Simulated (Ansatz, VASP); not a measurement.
BN: VASP beside Ansatz

The input INCAR:

```
  PREC = Accurate
  ENCUT = 520
  EDIFF = 1E-6
  ISMEAR = 0
  SIGMA = 0.05
  LREAL = False
  LASPH = True
  NELM = 80
  ALGO = Normal
  ISIF = 2
  LWAVE = False
  LCHARG = False
  GGA = PE
  NBANDS = 11
```

The input KPOINTS:

```
regular mesh
0
Gamma
  12 12 12
```

The input POSCAR:

```
BN
1.0
    0.0000000000      1.7054852466      2.0465822959
    1.7054852466      0.0000000000      2.0465822959
    1.7054852466      1.7054852466      0.0000000000
B N
1 1
Direct
    0.0000000000      0.0000000000      0.0000000000
    0.7500000000      0.7500000000      0.7500000000
```

Input for Ansatz:

```yaml
crystal:
  lattice:
    - [0.0, 1.7054852466, 2.0465822959]
    - [1.7054852466, 0.0, 2.0465822959]
    - [1.7054852466, 1.7054852466, 0.0]
  atoms:
    - { symbol: B, position: [0.0, 0.0, 0.0] }
    - { symbol: "N", position: [0.75, 0.75, 0.75] }
basis:
  ecutwfc: 420
kpoints:
  mp_grid: { grid: [12, 12, 12] }
hamiltonian:
  xc: pbe
scf:
  occupations: { method: gaussian, width: 0.05 }
output:
  forces: true
  stress: true
  eigenvalues: true
```

Alike in both runs: task single point; functional PBE; k mesh 12 × 12 × 12; occupations gaussian, width 0.05 eV; no spin polarisation.

```csv
,VASP,Ansatz
version,VASP 6.6.1,Ansatz 0.2.0
potentials or method,"VASP PAW PBE potentials, release 64 (B, N), cutoff 520 eV","scalar-relativistic, plane waves, PAW"
valence electrons in the cell,8,8
```

|  | VASP | Ansatz | Ansatz less VASP |
| --- | --- | --- | --- |
| gap on the k mesh at the Fermi level (eV) | 2.78 | 2.79 | +0.012 |
| least direct gap on the mesh (eV) | 6.95 | 6.95 | +0.006 |
| pressure (GPa) | 0.6 | 0.4 | -0.21 |
| traceless stress, the component that is largest in VASP (GPa) | -92.74 | -92.67 | +0.070 |
